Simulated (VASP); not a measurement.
Wanted: the native input for a VASP 6.6.1 run.

```
Task                   : single point
Functional             : PBEsol
Potentials or basis    : VASP PAW PBE potentials, release 64 (O_h, C_h, H_h)
Cutoff                 : 1000 eV
k mesh                 : 1 × 1 × 1
Occupations            : fermi-dirac, width 0.02 eV
Spin                   : no spin polarisation
Dipole correction      : no
Further INCAR settings : LREAL = Auto; ALGO = Normal; EDIFF = 1e-06; NBANDS = 60
```

The structure of H4CO2 lies in POSCAR:

```
H4CO2
1.0
    7.4455230000      0.0000000000      0.0000000000
    0.0000000000      7.4455230000      0.0000000000
    0.0000000000      0.0000000000      7.4455230000
O C H
8 4 16
Direct
    0.8438359535      0.5315140387      0.7165782713
    0.3786839420      0.7353143627      0.9499802767
    0.6116292972      0.3702896358      0.4264307558
    0.7328699408      0.8782458935      0.0423744578
    0.9817174697      0.8618199151      0.8009376910
    0.2576581927      0.8327420384      0.3583764364
    0.4587589079      0.2496399514      0.0623327602
    0.1303602178      0.0771604627      0.0682826445
    0.8667356209      0.3737548054      0.7360799235
    0.3818939247      0.8870834191      0.8905754505
    0.4719077491      0.4465636598      0.4119791182
    0.6604371513      0.7551517872      0.1204750828
    0.9755392603      0.2976419521      0.6523920482
    0.8089290705      0.3143499792      0.8557222911
    0.5018720646      0.9815294372      0.8952896929
    0.2684566282      0.9441512705      0.7869024110
    0.3820819572      0.4151756700      0.2867763621
    0.4327432740      0.5584832657      0.5111796713
    0.6904014668      0.6033827308      0.0795914538
    0.5869298906      0.7694422541      0.2519769263
    0.9881508660      0.7488795616      0.7351934847
    0.8902665400      0.8203990505      0.8854851432
    0.2547974132      0.8724034564      0.2351211594
    0.3173987912      0.9325872743      0.4152293936
    0.3527220317      0.1669056694      0.0475856431
    0.5716992614      0.2061104371      0.1155190844
    0.0104895250      0.0702032617      0.1337716639
    0.0965278060      0.0249814553     -0.0542070718
```

These files were run (other wordings do the same):

INCAR

```
ALGO = Normal
EDIFF = 1E-6
ENCUT = 1000
GGA = PS
GGA_COMPAT = False
ISIF = 2
ISMEAR = -1
LASPH = True
LCHARG = True
LELF = True
LREAL = Auto
LVHAR = True
LWAVE = False
NBANDS = 60
NELM = 120
PREC = Accurate
SIGMA = 0.02
```

KPOINTS

```
k-points
0
Gamma
  1 1 1
```

Potentials or basis: VASP PAW PBE potentials, release 64 (O_h, C_h, H_h).

Command:

```sh
$ cat potpaw_PBE.64/O_h/POTCAR potpaw_PBE.64/C_h/POTCAR potpaw_PBE.64/H_h/POTCAR > POTCAR
$ mpirun -np 1 vasp_gam > vasp.out
```

It gave:

```
Pressure      : -0.6 GPa
Largest force : 2.766 eV/Å
```

Caveat: the k points lie up to 0.84 Å⁻¹ apart, too coarse for converged energies, forces and pressures; the atoms stand as in a frame of molecular dynamics; the PAW data sets were made with another functional, which shifts forces and pressure a little.

Run time: 2.2 min on 1 thread of AMD EPYC 7R13 Processor (Zen 3), on a shared host, peak memory 0.93 GiB.
